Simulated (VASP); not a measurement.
# HfO2 (Fm-3m) in VASP: a series of runs, part 2 of 2

VASP 6.6.1. Earlier steps stand in the parts before.

## Step 3: Single point, HSE06

Input file POSCAR:

```
HfO2
1.0
    0.0000000000      2.5291823181      2.5291823181
    2.5291823181      0.0000000000      2.5291823181
    2.5291823181      2.5291823181      0.0000000000
Hf O
1 2
Direct
    0.0000000000      0.0000000000      0.0000000000
    0.2500000000      0.2500000000      0.2500000000
    0.7500000000      0.7500000000      0.7500000000
```

Input file INCAR.step1:

```
PREC     = Accurate       # precision mode
ENCUT    = 520            # plane-wave cutoff, eV
EDIFF    = 1E-5           # SCF threshold, eV
ISMEAR   = 0              # smearing method
SIGMA    = 0.01           # smearing width, eV
LREAL    = False          # projectors in reciprocal space
LASPH    = True           # aspherical terms in the spheres
NELM     = 80             # most SCF steps
ALGO     = Normal         # electronic algorithm
ISIF     = 2              # what is computed and relaxed
LWAVE    = True           # write WAVECAR
GGA      = PE             # functional
NBANDS   = 18             # bands
```

Input file INCAR.step2:

```
PREC     = Accurate       # precision mode
ENCUT    = 520            # plane-wave cutoff, eV
EDIFF    = 1E-7           # SCF threshold, eV
ISMEAR   = 0              # smearing method
SIGMA    = 0.01           # smearing width, eV
LREAL    = False          # projectors in reciprocal space
LASPH    = True           # aspherical terms in the spheres
NELM     = 80             # most SCF steps
ALGO     = Normal         # electronic algorithm
ISIF     = 2              # what is computed and relaxed
LWAVE    = False          # write WAVECAR
LCHARG   = True           # write CHGCAR
GGA      = PE             # functional
LHFCALC  = True           # exact exchange
HFSCREEN = 0.2079         # screening, 1/A
PRECFOCK = Normal       
LELF     = True           # ELF
LVHAR    = True         
ISTART   = 1            
NBANDS   = 18             # bands
```

Input file KPOINTS:

```
Automatic mesh
0
Gamma
  4 4 4
```

Potentials or basis: VASP PAW PBE potentials, release 64 (Hf_pv, O).

Launch:

```
> cat potpaw_PBE.64/Hf_pv/POTCAR potpaw_PBE.64/O/POTCAR > POTCAR
> cp INCAR.step1 INCAR
> mpirun -np 1 vasp_std > vasp.out
> cp INCAR.step2 INCAR
> mpirun -np 1 vasp_std > vasp.out
```

OUTCAR:

```text
PREC = Accurate
   ENCUT = 520
   EDIFF = 1E-7
   ISMEAR = 0
   LREAL = False
   LASPH = True
   NELM = 80
   ISIF = 2
   GGA = PE
   LHFCALC = True
   HFSCREEN = 0.2079
   PRECFOCK = Normal
   ISTART = 1

 ion  position               nearest neighbor table
   1  0.000  0.000  0.000-   3 2.19   3 2.19   3 2.19   2 2.19   3 2.19   2 2.19   2 2.19   2 2.19

   2  0.250  0.250  0.250-   1 2.19   1 2.19   1 2.19   1 2.19
   3  0.750  0.750  0.750-   1 2.19   1 2.19   1 2.19   1 2.19

  LATTYP: Found a face centered cubic cell.
 ALAT       =     5.0583646362

  Lattice vectors:

 A1 = (   0.0000000000,   2.5291823181,   2.5291823181)
 A2 = (   2.5291823181,   0.0000000000,   2.5291823181)
 A3 = (   2.5291823181,   2.5291823181,   0.0000000000)

Analysis of symmetry for initial positions (statically):
=====================================================================
 Subroutine PRICEL returns:
 Original cell was already a primitive cell.

 Routine SETGRP: Setting up the symmetry group for a
 face centered cubic supercell.

 Subroutine GETGRP returns: Found 48 space group operations
 (whereof 48 operations were pure point group operations)
 out of a pool of 48 trial point group operations.

The static configuration has the point symmetry O_h .

Analysis of symmetry for dynamics (positions and initial velocities):
=====================================================================
 Subroutine PRICEL returns:
 Original cell was already a primitive cell.

 Routine SETGRP: Setting up the symmetry group for a
 face centered cubic supercell.

 Subroutine GETGRP returns: Found 48 space group operations
 (whereof 48 operations were pure point group operations)
 out of a pool of 48 trial point group operations.

The dynamic configuration has the point symmetry O_h .

[... 107 lines left out ...]
   LORBIT       =      0    0 simple, 1 ext, 2 COOP (PROOUT), +10 PAW based schemes
   GGA     = PE    functional components
   LHFCALC =     T    Hartree Fock is set to
   PRECFOCK=normal    Normal, Fast or Accurate (Low or Medium for compatibility)
   ENCUT4O =  -1.0   cutoff for four orbital integrals eV
   NKREDX  =     1    reduce k-point grid by
   NKREDY  =     1    reduce k-point grid by
   NKREDZ  =     1    reduce k-point grid by
   AEXX    =    0.2500 exact exchange contribution
   HFSCREEN=    0.2079 screening length (either q_TF or 0.3 A-1)
   HFSCREENC=   0.2079 screening length for correlation (either q_TF or 0.3 A-1)
   ENCUTFOCK=  -1.0 apply spherical cutoff to Coloumb kernel
   IVDW    =     0    specifies the selected vdW correction
   LEPSILON=     F    determine dielectric tensor
   LRPA    =     F    only Hartree local field effects (RPA)
 non-spin polarized calculation
 Gauss-broadening in eV      SIGMA  =   0.01
  energy-cutoff  :      520.00
  volume of cell :       32.36
 maximum number of plane-waves:       893
 NGX is ok and might be reduce to    28
  NGX = 20; NGY = 20; NGZ = 20

 number of electron      21.9999992 magnetization

 Free energy of the ion-electron system (eV)
  ---------------------------------------------------
  ext. energy  EPLUGINS =         0.00000000
  ---------------------------------------------------
  free energy    TOTEN  =       -36.26071972 eV

  energy without entropy =      -36.26071972  energy(sigma->0) =      -36.26071972

 E-fermi :   3.4496     XC(G=0):  -9.7254

 val. band max:        3.2933597495   @ k =   0.5000   0.5000   0.0000
 cond. band min:       8.6579936130   @ k =   0.5000   0.5000   0.0000
 fundamental gap:      5.3646338635
 Fermi energy:         3.4495620639

 k-point     1 :       0.0000    0.0000    0.0000
  band No.  band energies     occupation
      1     -27.8779      2.00000
      2     -27.8779      2.00000
      3     -27.8779      2.00000
      4     -17.2025      2.00000
      5     -13.9651      2.00000
      6      -2.5345      2.00000
[... 145 lines left out ...]
      5     -15.0784      2.00000
      6      -2.4678      2.00000
[... 10 lines left out ...]
     17      18.0140      0.00000
     18      18.9252      0.00000

------------------------ aborting loop because EDIFF is reached ----------------------------------------

  FORCE on cell =-STRESS in cart. coord.  units (eV):
  Direction    XX          YY          ZZ          XY          YZ          ZX
  --------------------------------------------------------------------------------------
  -------------------------------------------------------------------------------------
  Total       -1.0651459     -1.0651459     -1.0651459     -0.0000000      0.0000000     -0.0000000
  in kB      -52.7411122    -52.7411122    -52.7411122     -0.0000000      0.0000000     -0.0000000
  external PRESSURE =     -52.7411122 kB  Pullay stress =       0.0000000 kB

 VOLUME and BASIS-vectors are now :
 -----------------------------------------------------------------------------
  energy-cutoff  :      520.00
  volume of cell :       32.36
      direct lattice vectors                 reciprocal lattice vectors
     0.000000000  2.529182318  2.529182318    -0.197692352  0.197692352  0.197692352
     2.529182318  0.000000000  2.529182318     0.197692352 -0.197692352  0.197692352
     2.529182318  2.529182318  0.000000000     0.197692352  0.197692352 -0.197692352

 POSITION                                       TOTAL-FORCE (eV/Angst)
 -----------------------------------------------------------------------------------
      0.00000      0.00000      0.00000         0.000000     -0.000000     -0.000000
      1.26459      1.26459      1.26459        -0.000000      0.000000      0.000000
      3.79377      3.79377      3.79377        -0.000000      0.000000      0.000000
 -----------------------------------------------------------------------------------
    total drift:                               -0.000000     -0.000000     -0.000000

  FREE ENERGIE OF THE ION-ELECTRON SYSTEM (eV)
  ---------------------------------------------------
  free  energy   TOTEN  =       -36.2607197179 eV

  energy  without entropy=      -36.2607197179  energy(sigma->0) =      -36.26071972
```

Wall time 9.6 min (1 thread of Intel Xeon Platinum 8259CL at 2.50GHz (Skylake/Cascade Lake), shared host); peak memory 0.26 GiB.

Results:

```yaml
Free_energy: -36.2607 eV
Pressure: -5.3 GPa
Band_gap_on_the_k_mesh: 5.36 eV
```

Levels at points of the mesh, in eV from the valence-band top:
```
           k point  band 9  band 10  band 11  band 12  band 13  band 14
(0.00, 0.00, 0.00)   -0.67    -0.67    -0.67     5.49     5.49     7.47
(0.50, 0.00, 0.00)   -2.97    -2.03    -2.03     6.27     6.27     8.73
(0.50, 0.50, 0.00)   -1.66    -1.66     0.00     5.36     7.30     8.36
```

Caveat: the k points lie up to 0.54 Å⁻¹ apart; the PAW data sets were made with another functional, which shifts forces and pressure a little; spin-orbit coupling is left out, which moves the levels of the heavy elements.
